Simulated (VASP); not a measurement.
A run of VASP 6.6.1:

The input POSCAR:

```
SiO2
1.0
    5.0266252096      0.0000000000      0.0000000000
    0.0000000000      5.0266252096      0.0000000000
    0.0000000000      0.0000000000      7.0155025327
Si O
4 8
Direct
    0.2967868563      0.2967868563      0.0000000000
    0.2032131437      0.7967868563      0.2500000000
    0.7032131437      0.7032131437      0.5000000000
    0.7967868563      0.2032131437      0.7500000000
    0.2404603256      0.0980835965      0.1759000547
    0.4019164035      0.7404603256      0.4259000547
    0.7595396744      0.9019164035      0.6759000547
    0.5980835965      0.2595396744      0.9259000547
    0.7404603256      0.4019164035      0.5740999453
    0.9019164035      0.7595396744      0.3240999453
    0.2595396744      0.5980835965      0.0740999453
    0.0980835965      0.2404603256      0.8240999453
```

Contents of INCAR.step1:

```
SYSTEM = SiO2
PREC     = Accurate       ! precision mode
ENCUT    = 520            ! plane-wave cutoff, eV
ISMEAR   = 0              ! smearing method
SIGMA    = 0.02           ! smearing width, eV
LREAL    = .False.        ! projectors in reciprocal space
LASPH    = .True.         ! aspherical terms in the spheres
NELM     = 60             ! most SCF steps
NBANDS   = 44             ! bands
GGA      = PE             ! functional
ALGO     = Normal         ! electronic algorithm
EDIFF    = 1E-4           ! SCF threshold, eV
LWAVE    = .True.         ! write WAVECAR
LCHARG   = .False.        ! write CHGCAR
```

The input INCAR.step2:

```
SYSTEM = SiO2
PREC     = Accurate       ! precision mode
ENCUT    = 520            ! plane-wave cutoff, eV
EDIFF    = 1E-7           ! SCF threshold, eV
ISMEAR   = 0              ! smearing method
SIGMA    = 0.02           ! smearing width, eV
LREAL    = .False.        ! projectors in reciprocal space
LASPH    = .True.         ! aspherical terms in the spheres
NELM     = 60             ! most SCF steps
ALGO     = Normal         ! electronic algorithm
ISIF     = 2              ! what is computed and relaxed
LWAVE    = .False.        ! write WAVECAR
LCHARG   = .False.        ! write CHGCAR
METAGGA  = R2SCAN         ! meta-GGA
LMIXTAU  = .True.       
NBANDS   = 44             ! bands
ISTART   = 1
```

KPOINTS

```
Automatic mesh
0
Gamma
  6 6 4
  0 0 0
```

Potentials or basis: VASP PAW PBE potentials, release 64 (Si, O).

The run is started by

```sh
$ cat potpaw_PBE.64/Si/POTCAR potpaw_PBE.64/O/POTCAR > POTCAR
$ cp INCAR.step1 INCAR
$ mpirun -np 1 vasp_std > vasp.out
$ cp INCAR.step2 INCAR
$ mpirun -np 1 vasp_std > vasp.out
```

Hardware: 1 thread of Intel Xeon 8259CL, on a shared host.

Task: How long does it take, and how much memory?

Result: Wall time 14 min on 1 thread of Intel Xeon 8259CL (shared host), peak memory 0.41 GiB. Counts: k points 30.
